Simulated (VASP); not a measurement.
Here is a VASP 6.6.1 calculation.

POSCAR

```
C
1.0
    2.4316858731      0.0000000000      0.0000000000
    0.0000000000      4.2103931521      0.0000000000
    0.0000000000      0.0000000000      7.1243311621
C
8
Direct
    0.5000000000      0.4166311002      0.7500062470
    0.5000000000      0.9166311002      0.2499937530
    0.5000000000      0.5833688998      0.2499937530
    0.5000000000      0.0833688998      0.7500062470
    0.0000000000      0.9166311002      0.7500062470
    0.0000000000      0.4166311002      0.2499937530
    0.0000000000      0.0833688998      0.2499937530
    0.0000000000      0.5833688998      0.7500062470
```

File INCAR.step1:

```
PREC = Accurate
ENCUT = 520
ISMEAR = 0
SIGMA = 0.1
LREAL = F
LASPH = T
NELM = 60
NBANDS = 26
GGA = PE
ALGO = Normal
EDIFF = 1E-4
LWAVE = T
LCHARG = F
```

Contents of INCAR.step2:

```
PREC = Accurate
ENCUT = 520
EDIFF = 1E-6
ISMEAR = 0
SIGMA = 0.1
LREAL = F
LASPH = T
NELM = 60
ALGO = Normal
ISIF = 2
LWAVE = F
LCHARG = F
METAGGA = R2SCAN
LMIXTAU = T
NBANDS = 26
ISTART = 1
```

The input KPOINTS:

```
regular mesh
0
Gamma
  14 8 6
```

Potentials or basis: VASP PAW PBE potentials, release 64 (C).

Launch:

```bash
$ cat potpaw_PBE.64/C/POTCAR > POTCAR
$ cp INCAR.step1 INCAR
$ mpirun -np 1 vasp_std > vasp.out
$ cp INCAR.step2 INCAR
$ mpirun -np 1 vasp_std > vasp.out
```

Question: Estimate the pressure.

Answer: 9.1 GPa.

Stress tensor (GPa, compression positive):
```
13.88  0.00  0.00
 0.00 13.62  0.00
 0.00  0.00 -0.12
```

Caveat: the cell differs from its parent crystal (biaxial strain in the a-b plane: -1.0 %, then relaxed in part); the stress differs along the axes, from -0 to 14 GPa; the PAW data sets were made with another functional, which shifts forces and pressure a little.
